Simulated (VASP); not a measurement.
# BN: single point with LDA

Crystal: BN.

```
B N
1.0
     2.50399    0.00000    0.00000
    -1.25200    2.16852    0.00000
     0.00000    0.00000    6.66120
B N
2 2
Direct
  0.33333 0.66667 0.25000
  0.66667 0.33333 0.75000
  0.33333 0.66667 0.75000
  0.66667 0.33333 0.25000
```

```
Program             : VASP 6.6.1
Task                : single point
Functional          : LDA
Potentials or basis : VASP PAW LDA potentials, release 64 (B, N)
Cutoff              : 520 eV
k mesh              : 12 × 12 × 4
Occupations         : gaussian, width 0.05 eV
Spin                : no spin polarisation
```

| Property | Result |
| --- | --- |
| Pressure | -4.2 GPa |
| Band gap on the k mesh | 4.08 eV, indirect (least direct gap 4.50 eV) |

Stress tensor (GPa, compression positive):
```
-5.84  0.00  0.00
 0.00 -5.84  0.00
 0.00  0.00 -0.79
```

Levels at points of the mesh, in eV from the valence-band top:
```
           k point  band 4  band 5  band 6  band 7  band 8  band 9  band 10  band 11  band 12  band 13
(0.00, 0.00, 0.00)   -4.13   -1.34   -1.34   -1.31   -1.31    4.92     9.99    11.43    11.43    11.55
(0.50, 0.00, 0.00)   -8.80   -4.16   -4.09   -1.47   -0.44    4.08     5.51     9.46     9.94    12.27
(0.00, 0.00, 0.50)   -5.35   -1.32   -1.32   -1.32   -1.32    7.32     7.32    11.49    11.49    11.49
(0.50, 0.00, 0.50)   -8.84   -4.13   -4.13   -0.93   -0.93    4.56     4.56     9.90     9.90    13.17
```

Wall time 45 s on 1 thread of Intel Xeon 8259CL, with other jobs on the host, peak memory 0.15 GiB.

A k mesh can miss the band edges.
